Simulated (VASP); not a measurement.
# Mo (P6/mmm) in VASP: notebook

The runs below take Mo through single point, with LDA.

Everything below comes from runs of VASP 6.6.1. Logs are shortened: lines on timing, memory, paths and dates and some standing lists are left out, and cuts for length are marked.

## (1) The cell of the first run

It takes space group P6/mmm (No. 191, hexagonal). Conventional cell: a = 2.736 Å, b = 2.736 Å, c = 2.517 Å, α = 90.00°, β = 90.00°, γ = 120.00°. Within 3.3 Å of Mo (site symmetry 6/mmm) lie 8 Mo at 2.52 to 2.74 Å.

This isn't the form of Mo at room conditions, which is bcc.

## (2) Single point, LDA (strain +0.000 along x and y, -0.015 along z)

INCAR

```
  PREC = Accurate
  ENCUT = 520
  EDIFF = 1E-7
  ISMEAR = 0
  SIGMA = 0.15
  LREAL = F
  LASPH = T
  NELM = 60
  ALGO = Normal
  ISIF = 2
  LWAVE = F
  LCHARG = F
  NBANDS = 13
```

KPOINTS

```
regular mesh
0
Gamma
  18 18 18
```

POSCAR

```
Mo
1.0
    2.7355103972      0.0000000000      0.0000000000
   -1.3677551986      2.3690214963      0.0000000000
    0.0000000000      0.0000000000      2.5168529895
Mo
1
Direct
    0.0000000000      0.0000000000      0.5000000000
```

Potentials or basis: VASP PAW LDA potentials, release 64 (Mo_sv).

Started as:

```bash
$ cat potpaw_LDA.64/Mo_sv/POTCAR > POTCAR
$ mpirun -np 1 vasp_std > vasp.out
```

OUTCAR:

```text
PREC = Accurate
   ENCUT = 520
   EDIFF = 1E-7
   ISMEAR = 0
   LREAL = F
   LASPH = T
   NELM = 60
   ISIF = 2

 ion  position               nearest neighbor table
   1  0.000  0.000  0.500-

  LATTYP: Found a hexagonal cell.
 ALAT       =     2.7355103972
 C/A-ratio  =     0.9200670530

  Lattice vectors:

 A1 = (   2.7355103972,   0.0000000000,   0.0000000000)
 A2 = (  -1.3677551986,   2.3690214963,   0.0000000000)
 A3 = (   0.0000000000,   0.0000000000,   2.5168529895)

Analysis of symmetry for initial positions (statically):
=====================================================================
 Subroutine PRICEL returns:
 Original cell was already a primitive cell.

 Routine SETGRP: Setting up the symmetry group for a
 hexagonal supercell.

 Subroutine GETGRP returns: Found 24 space group operations
 (whereof 24 operations were pure point group operations)
 out of a pool of 24 trial point group operations.

The static configuration has the point symmetry D_6h.

Analysis of symmetry for dynamics (positions and initial velocities):
=====================================================================
 Subroutine PRICEL returns:
 Original cell was already a primitive cell.

 Routine SETGRP: Setting up the symmetry group for a
 hexagonal supercell.

 Subroutine GETGRP returns: Found 24 space group operations
 (whereof 24 operations were pure point group operations)
 out of a pool of 24 trial point group operations.

The dynamic configuration has the point symmetry D_6h.

 Subroutine INISYM returns: Found 24 space group operations
 (whereof 24 operations are pure point group operations),
 and found     1 'primitive' translations

----------------------------------------------------------------------------------------

                                     Primitive cell

  volume of cell :      16.3104

  direct lattice vectors                    reciprocal lattice vectors
     2.735510397  0.000000000  0.000000000     0.365562493  0.211057604  0.000000000
    -1.367755199  2.369021496  0.000000000     0.000000000  0.422115207  0.000000000
     0.000000000  0.000000000  2.516852989     0.000000000  0.000000000  0.397321577

  length of vectors
     2.735510397  2.735510397  2.516852989     0.422115207  0.422115207  0.397321577

  position of ions in fractional coordinates (direct lattice)
     0.000000000  0.000000000  0.500000000

  ion indices of the primitive-cell ions
   primitive index   ion index
                 1           1

----------------------------------------------------------------------------------------

 KPOINTS: regular mesh

Automatic generation of k-mesh.
 Grid dimensions read from file:
 generate k-points for:   18   18   18

 Generating k-lattice:

  Cartesian coordinates                     Fractional coordinates (reciprocal lattice)
     0.020309027  0.011725422  0.000000000     0.055555556 -0.000000000  0.000000000
     0.000000000  0.023450845  0.000000000     0.000000000  0.055555556  0.000000000
     0.000000000  0.000000000  0.022073421     0.000000000  0.000000000  0.055555556

  Length of vectors
     0.023450845  0.023450845  0.022073421

  Shift w.r.t. Gamma in fractional coordinates (k-lattice)
     0.000000000  0.000000000  0.000000000

 Subroutine IBZKPT returns following result:
 ===========================================

 Found    370 irreducible k-points:

 Following reciprocal coordinates:
            Coordinates               Weight
  0.000000  0.000000  0.000000      1.000000
  0.055556  0.000000  0.000000      6.000000
  0.111111  0.000000  0.000000      6.000000
  0.166667 -0.000000  0.000000      6.000000
  0.222222 -0.000000  0.000000      6.000000
  0.277778  0.000000  0.000000      6.000000
[... 16 lines left out ...]
  0.333333  0.111111  0.000000     12.000000
  0.388889  0.111111  0.000000     12.000000
 [... further k-points ...]
   k-points           NKPTS =    370   k-points in BZ     NKDIM =    370   number of bands    NBANDS=     13
   number of dos      NEDOS =    301   number of ions     NIONS =      1
   total plane-waves  NPLWV =   8000
   dimension x,y,z NGX =    20 NGY =   20 NGZ =   20
   dimension x,y,z NGXF=    40 NGYF=   40 NGZF=   40
   ions per type =               1
   NGX,Y,Z   is equivalent  to a cutoff of  12.15, 12.15, 13.21 a.u.
   NGXF,Y,Z  is equivalent  to a cutoff of  24.31, 24.31, 26.42 a.u.
 SYSTEM =  unknown system
   PREC   = accura    normal or accurate (medium, high low for compatibility)
   ISTART =      0    job   : 0-new  1-cont  2-samecut
   ICHARG =      2    charge: 1-file 2-atom 10-const
   ISPIN  =      1    spin polarized calculation?
   LNONCOLLINEAR =      F non collinear calculations
   LSORBIT =      F    spin-orbit coupling
   LASPH  =      T    aspherical Exc in radial PAW
   ENCUT  =  520.0 eV  38.22 Ry    6.18 a.u.   5.09  5.09  4.68*2*pi/ulx,y,z
   NELM   =     60;   NELMIN=  2; NELMDL= -5     # of ELM steps
   EDIFF  = 0.1E-06   stopping-criterion for ELM
   LREAL  =      F    real-space projection
   EDIFFG = 0.1E-05   stopping-criterion for IOM
   NSW    =      0    number of steps for IOM
   IBRION =     -1    ionic relax: 0-MD 1-quasi-New 2-CG
   NFREE  =      0    steps in history (QN), initial steepest desc. (CG)
   ISIF   =      2    stress and relaxation
   ISYM   =      2    0-nonsym 1-usesym 2-fastsym
   POTIM  = 0.5000    time-step for ionic-motion
   TEBEG  =    0.0;   TEEND  =   0.0 temperature during run
   PSTRESS=    0.0 pullay stress
   NELECT =      14.0000    total number of electrons
   NUPDOWN=      -1.0000    fix difference up-down
   EMIN   =  10.00;   EMAX   =-10.00  energy-range for DOS
   EFERMI =   0.00;   METHOD = LEGACY
   ISMEAR =     0;   SIGMA  =   0.15  broadening in eV -4-tet -1-fermi 0-gaus
   EFERMI_NEDOS =   21; number of points for ismear=-14 and -15
   IALGO  =     38    algorithm
   IMIX   =      4    mixing-type and parameters
     AMIX     =   0.40;   BMIX     =  1.00
     AMIX_MAG =   1.60;   BMIX_MAG =  1.00
  volume/ion in A,a.u.               =      16.31       110.07
  Fermi-wavevector in a.u.,A,eV,Ry     =   1.555831  2.940094 32.934402  2.420610
  Thomas-Fermi vector in A             =   2.659715
   LORBIT       =      0    0 simple, 1 ext, 2 COOP (PROOUT), +10 PAW based schemes
   GGA     = CA    functional components
   LHFCALC =     F    Hartree Fock is set to
   AEXX    =    0.0000 exact exchange contribution
   IVDW    =     0    specifies the selected vdW correction
   LEPSILON=     F    determine dielectric tensor
   LRPA    =     F    only Hartree local field effects (RPA)
 non-spin polarized calculation
 Gauss-broadening in eV      SIGMA  =   0.15
  energy-cutoff  :      520.00
  volume of cell :       16.31
 maximum number of plane-waves:       454
   NGX = 11   NGY = 11   NGZ =  9

 number of electron      14.0000006 magnetization

 Free energy of the ion-electron system (eV)
  ---------------------------------------------------
  ext. energy  EPLUGINS =         0.00000000
  ---------------------------------------------------
  free energy    TOTEN  =       -11.24204143 eV

  energy without entropy =      -11.23133010  energy(sigma->0) =      -11.23668577

 E-fermi :  11.5934     XC(G=0): -13.2752

 val. band max:       11.5867049638   @ k =   0.0000   0.0000   0.5000
 cond. band min:      11.5937180931   @ k =   0.4444   0.0556   0.0556
 fundamental gap:      0.0070131293
 Fermi energy:        11.5933880145

 k-point     1 :       0.0000    0.0000    0.0000
  band No.  band energies     occupation
      1     -49.0518      2.00000
      2     -22.4985      2.00000
      3     -22.4985      2.00000
      4     -22.3288      2.00000
      5       4.8328      2.00000
      6       7.2302      2.00000
      7      10.6854      2.00000
      8      10.6854      2.00000
      9      15.8991      0.00000
     10      15.8991      0.00000
     11      24.5771      0.00000
     12      27.8985      0.00000
     13      32.0885      0.00000

 k-point     2 :       0.0556    0.0000    0.0000
  band No.  band energies     occupation
      1     -49.0450      2.00000
      2     -22.5438      2.00000
      3     -22.5086      2.00000
      4     -22.3242      2.00000
      5       4.9560      2.00000
      6       7.2808      2.00000
      7      10.5623      2.00000
      8      10.7977      2.00000
      9      15.7693      0.00000
     10      15.8778      0.00000
     11      24.8610      0.00000
     12      28.1413      0.00000
     13      31.4395      0.00000

 k-point     3 :       0.1111    0.0000    0.0000
  band No.  band energies     occupation
      1     -49.0253      2.00000
      2     -22.6731      2.00000
      3     -22.5375      2.00000
      4     -22.3109      2.00000
      5       5.3051      2.00000
      6       7.4286      2.00000
      7      10.2474      2.00000
      8      11.1301      1.99999
      9      15.4172      0.00000
     10      15.8168      0.00000
     11      25.6326      0.00000
     12      28.8242      0.00000
     13      30.1045      0.00000

 k-point     4 :       0.1667   -0.0000    0.0000
  band No.  band energies     occupation
      1     -48.9950      2.00000
      2     -22.8680      2.00000
      3     -22.5817      2.00000
      4     -22.2904      2.00000
      5       5.8157      2.00000
      6       7.6494      2.00000
      7       9.8895      2.00000
      8      11.6687      0.47751
      9      14.9281      0.00000
     10      15.7250      0.00000
     11      26.5452      0.00000
     12      28.8436      0.00000
     13      29.8311      0.00000

 k-point     5 :       0.2222   -0.0000    0.0000
  band No.  band energies     occupation
      1     -48.9575      2.00000
      2     -23.1019      2.00000
      3     -22.6353      2.00000
      4     -22.2651      2.00000
      5       6.3705      2.00000
      6       7.8472      2.00000
      7       9.7402      2.00000
      8      12.3884      0.00000
      9      14.3916      0.00000
     10      15.6147      0.00000
     11      26.2837      0.00000
     12      28.9335      0.00000
     13      29.2823      0.00000
[... 257 lines left out ...]
 k-point    22 :       0.2778    0.1111    0.0000
  band No.  band energies     occupation
      1     -48.8692      2.00000
      2     -23.5617      2.00000
      3     -22.8316      2.00000
      4     -22.2059      2.00000
      5       7.3862      2.00000
      6       8.0880      2.00000
      7      10.1751      2.00000
      8      13.4587      0.00000
      9      14.8658      0.00000
     10      15.1778      0.00000
     11      23.7287      0.00000
     12      25.8000      0.00000
     13      30.5748      0.00000

 k-point    23 :       0.3333    0.1111    0.0000
  band No.  band energies     occupation
      1     -48.8398      2.00000
      2     -23.7165      2.00000
      3     -22.8867      2.00000
      4     -22.1863      2.00000
      5       7.3021      2.00000
      6       8.2261      2.00000
      7      11.0162      2.00000
      8      13.1711      0.00000
      9      15.0612      0.00000
     10      15.8341      0.00000
     11      22.5964      0.00000
     12      24.9340      0.00000
     13      29.7756      0.00000

 k-point    24 :       0.3889    0.1111    0.0000
  band No.  band energies     occupation
      1     -48.8206      2.00000
      2     -23.8164      2.00000
      3     -22.9224      2.00000
      4     -22.1734      2.00000
      5       7.1704      2.00000
      6       8.3807      2.00000
      7      11.7056      0.29015
      8      12.9911      0.00000
      9      14.9861      0.00000
     10      16.5728      0.00000
     11      21.7784      0.00000
     12      24.2411      0.00000
     13      29.2755      0.00000

 [... further k-points ...]

------------------------ aborting loop because EDIFF is reached ----------------------------------------

  FORCE on cell =-STRESS in cart. coord.  units (eV):
  Direction    XX          YY          ZZ          XY          YZ          ZX
  --------------------------------------------------------------------------------------
  -------------------------------------------------------------------------------------
  Total       -0.2910934     -0.2910934     -0.6253387      0.0000000      0.0000000      0.0000000
  in kB      -28.5941843    -28.5941843    -61.4271937      0.0000000      0.0000000      0.0000000
  external PRESSURE =     -39.5385208 kB  Pullay stress =       0.0000000 kB

 VOLUME and BASIS-vectors are now :
 -----------------------------------------------------------------------------
  energy-cutoff  :      520.00
  volume of cell :       16.31
      direct lattice vectors                 reciprocal lattice vectors
     2.735510397  0.000000000  0.000000000     0.365562493  0.211057604  0.000000000
    -1.367755199  2.369021496  0.000000000     0.000000000  0.422115207  0.000000000
     0.000000000  0.000000000  2.516852989     0.000000000  0.000000000  0.397321577

 POSITION                                       TOTAL-FORCE (eV/Angst)
 -----------------------------------------------------------------------------------
      0.00000      0.00000      1.25843         0.000000      0.000000      0.000000
 -----------------------------------------------------------------------------------
    total drift:                               -0.000000      0.000000      0.000000

  FREE ENERGIE OF THE ION-ELECTRON SYSTEM (eV)
  ---------------------------------------------------
  free  energy   TOTEN  =       -11.2420414316 eV

  energy  without entropy=      -11.2313300992  energy(sigma->0) =      -11.23668577
```

Wall time 19 s (1 thread of AMD EPYC 9R45 (Zen 5), shared host); peak memory 0.15 GiB.

What came out:

```
Free energy            : -11.2420 eV
Pressure               : -4.0 GPa
Band gap on the k mesh : zero (bands 7 and 8 overlap by 2.04 eV)
```

Caveat: the cell differs from its parent crystal (strain +0.000 along x and y, -0.015 along z); the cell stands under tension.

## (3) Single point, LDA (strain -0.015 along x and y, +0.015 along z)

INCAR

```
ALGO = Fast ; EDIFF = 1E-7
ENCUT = 520 ; GGA = CA
ISIF = 2 ; ISMEAR = 0
LASPH = True ; LCHARG = False
LREAL = False ; LWAVE = False
NBANDS = 13 ; NELM = 60
PREC = Accurate ; SIGMA = 0.15
```

KPOINTS

```
k-points
0
Gamma
  18 18 18
```

POSCAR

```
Mo
1.0
    2.6944777412      0.0000000000      0.0000000000
   -1.3472388706      2.3334861739      0.0000000000
    0.0000000000      0.0000000000      2.5935084105
Mo
1
Direct
    0.0000000000      0.0000000000      0.5000000000
```

Potentials or basis: VASP PAW LDA potentials, release 64 (Mo_sv).

Started as:

```bash
$ cat potpaw_LDA.64/Mo_sv/POTCAR > POTCAR
$ mpirun -np 1 vasp_std > vasp.out
```

Run time: 26 s. Hardware: 1 thread of AMD EPYC 9R45 (Zen 5), shared host; peak memory 0.15 GiB.

It converged, with:

- Free energy: -11.2112 eV
- Pressure: -3.3 GPa
- Band gap on the k mesh: zero (bands 7 and 8 overlap by 1.78 eV)

Stress tensor (GPa, compression positive):
```
  2.45   0.00   0.00
  0.00   2.45   0.00
  0.00   0.00 -14.89
```

Levels at points of the mesh, in eV from the Fermi level:
```
           k point  band 3  band 4  band 5  band 6  band 7  band 8  band 9  band 10  band 11  band 12
(0.00, 0.00, 0.00)  -34.10  -34.10   -6.88   -4.40   -0.95   -0.95    4.04     4.04    13.19    15.03
(0.50, 0.00, 0.00)  -34.47  -34.04   -5.12   -3.03    0.51    1.24    3.28     4.70    10.62    13.83
(0.00, 0.00, 0.50)  -33.96  -33.96   -4.00   -0.23   -0.23   -0.18    1.06     1.06     9.54    15.98
(0.50, 0.00, 0.50)  -35.46  -34.31   -5.47   -3.76   -0.29    5.00    5.96     6.30     7.35    16.15
```

Caveat: the cell differs from its parent crystal (strain -0.015 along x and y, +0.015 along z); the cell stands under tension.

## (4) Single point, LDA (strain -0.015 along x and y, +0.030 along z)

INCAR

```
SYSTEM = Mo
PREC = Accurate
ENCUT = 520
EDIFF = 1E-6
ISMEAR = 0
SIGMA = 0.15
LREAL = .False.
LASPH = .True.
NELM = 100
ALGO = Normal
ISIF = 2
LWAVE = .False.
LCHARG = .False.
GGA = CA
NBANDS = 13
```

KPOINTS

```
Automatic mesh
0
Gamma
  18 18 18
  0 0 0
```

Changes to POSCAR since step 3:

```diff
@@ -4,3 +4,3 @@
    -1.3472388706      2.3334861739      0.0000000000
-    0.0000000000      0.0000000000      2.5935084105
+    0.0000000000      0.0000000000      2.6318361210
 Mo
```

Started as:

```bash
$ cat potpaw_LDA.64/Mo_sv/POTCAR > POTCAR
$ mpirun -np 1 vasp_std > vasp.out
```

Wall time 19 s (1 thread of AMD EPYC 9R45 (Zen 5), shared host); peak memory 0.15 GiB.

Results (log left out):

| Property | Result |
| --- | --- |
| Free energy | -11.1847 eV |
| Pressure | -6.2 GPa |
| Band gap on the k mesh | zero (bands 7 and 8 overlap by 1.69 eV) |

Stress tensor (GPa, compression positive):
```
  0.93   0.00   0.00
  0.00   0.93   0.00
  0.00   0.00 -20.35
```

Levels at points of the mesh, in eV from the Fermi level:
```tsv
k point	band 4	band 5	band 6	band 7	band 8	band 9	band 10	band 11
(0.00, 0.00, 0.00)	-34.14	-6.88	-4.35	-0.96	-0.96	3.88	3.88	13.24
(0.50, 0.00, 0.00)	-34.17	-5.11	-2.94	0.27	1.23	3.10	4.68	10.53
(0.00, 0.00, 0.50)	-34.02	-4.11	-0.35	-0.31	-0.31	1.15	1.15	8.97
(0.50, 0.00, 0.50)	-34.37	-5.38	-3.85	-0.20	4.94	5.70	6.14	7.18
```

Caveat: the cell differs from its parent crystal (strain -0.015 along x and y, +0.030 along z); the cell stands under tension.

## (5) The runs side by side

| cell | gap on the mesh (eV) | pressure (GPa) |
| --- | --- | --- |
| a = 2.736, b = 2.736, c = 2.517 Å, angles 90.0, 90.0, 120.0°, 1 atom | none | -4.0 |
| a = 2.694, b = 2.694, c = 2.594 Å, angles 90.0, 90.0, 120.0°, 1 atom | none | -3.3 |
| a = 2.694, b = 2.694, c = 2.632 Å, angles 90.0, 90.0, 120.0°, 1 atom | none | -6.2 |

Alike in all rows: task single point; level LDA; potentials or basis VASP PAW LDA potentials, release 64 (Mo_sv); no spin polarisation; k mesh 18 × 18 × 18; cutoff (eV) 520; smearing gaussian 0.15 eV.

Caveats: the cell stands under tension.

Total energies depend on the potentials used, so only differences within one code and one set of settings carry meaning.
